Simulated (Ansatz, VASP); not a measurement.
**Two plane-wave programs on Ge**

```
Ge
1.0
     3.99697    0.00000    0.00000
    -1.99848    3.46148    0.00000
     0.00000    0.00000   29.02271
Ge
10
Direct
  0.33333 0.66667 0.25842
  0.66667 0.33333 0.28702
  0.66667 0.33333 0.37206
  0.33333 0.66667 0.40066
  0.33333 0.66667 0.48570
  0.66667 0.33333 0.51430
  0.66667 0.33333 0.59934
  0.33333 0.66667 0.62794
  0.33333 0.66667 0.71298
  0.66667 0.33333 0.74158
```

Alike in both runs: task single point; functional PBEsol; k mesh 9 × 9 × 1; occupations gaussian, width 0.1 eV; no spin polarisation.

|  | VASP | Ansatz |
| --- | --- | --- |
| version | VASP 6.6.1 | Ansatz 0.2.0 |
| potentials or method | VASP PAW PBE potentials, release 64 (Ge_d), cutoff 520 eV | scalar-relativistic, plane waves, PAW |
| valence electrons in the cell | 140 | 140 |

Ansatz gave:

```
gap on the k mesh at the Fermi level (eV) : none
rms of the force components (eV/Å)        : 0.070
```

Q: What did VASP give for the same quantities?

A: gap on the k mesh at the Fermi level (eV): none; rms of the force components (eV/Å): 0.072.

VASP's potentials were made for PBE, not for PBEsol. Atom by atom the forces differ by 0.002 eV/Å (rms over components). A gap of «none» marks a metal or a gap that the smearing closes. Ansatz's warnings: xc potential rough in thin density.
